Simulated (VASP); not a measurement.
ZrB4C2:

```
CELL_PARAMETERS angstrom
0.00000 3.47135 3.47135
3.47135 0.00000 3.47135
3.47135 3.47135 0.00000
ATOMIC_POSITIONS crystal
Zr 0.00000 0.00000 0.00000
B 0.35541 0.35541 0.35541
B 0.35541 0.35541 0.93378
B 0.35541 0.93378 0.35541
B 0.93378 0.35541 0.35541
C 0.50000 0.50000 0.50000
C 0.25000 0.25000 0.25000
```

| Quantity | Value |
| --- | --- |
| Program | VASP 6.6.1 |
| Task | relaxation of cell and atoms |
| Functional | PBE |
| Potentials or basis | VASP PAW PBE potentials, release 64 (Zr_sv, B, C) |
| Cutoff | 600 eV |
| k mesh | 4 × 4 × 4 |
| Occupations | gaussian, width 0.1 eV |
| Spin | no spin polarisation |

At the start: pressure 27.5 GPa; volume 11.95 Å³/atom.

Question: How do energy, volume and symmetry change on relaxing?

Answer: Over 10 steps the energy falls by 1078.6 meV/atom and the volume is 12.22 Å³/atom (+2.2 %); space group F-43m (No. 216, to 0.05 Å).

The path:
| step | energy change (eV) | largest force (eV/Å) | pressure (GPa) | volume (Å³) |
| --- | --- | --- | --- | --- |
| 1 | 0.0000 | 16.3444 | 27.51 | 83.66 |
| 2 | 28.4345 | 45.6614 | 68.03 | 111.05 |
| 3 | -6.6640 | 3.8125 | -7.06 | 93.07 |
| 4 | -7.3232 | 1.3998 | -7.20 | 91.21 |
| 5 | -7.4573 | 0.3079 | -6.14 | 89.98 |
| 6 | -7.4559 | 0.4943 | -5.97 | 89.85 |
| 7 | -7.5412 | 0.3653 | 1.55 | 84.56 |
| 8 | -7.5494 | 0.1501 | -0.31 | 85.72 |
| 9 | -7.5496 | 0.1419 | 0.25 | 85.34 |
| 10 | -7.5504 | 0.0022 | -0.02 | 85.52 |

Final structure:
```yaml
crystal:
  lattice:
    - [0.00000, 3.49688, 3.49688]
    - [3.49688, 0.00000, 3.49688]
    - [3.49688, 3.49688, 0.00000]
  atoms:
    - { symbol: Zr, position: [0.00000, 0.00000, 0.00000] }
    - { symbol: B, position: [0.37617, 0.37617, 0.37617] }
    - { symbol: B, position: [0.37617, 0.37617, 0.87148] }
    - { symbol: B, position: [0.37617, 0.87148, 0.37617] }
    - { symbol: B, position: [0.87148, 0.37617, 0.37617] }
    - { symbol: C, position: [0.50000, 0.50000, 0.50000] }
    - { symbol: C, position: [0.25000, 0.25000, 0.25000] }
```

Caveat: the k points lie up to 0.39 Å⁻¹ apart in the final cell.
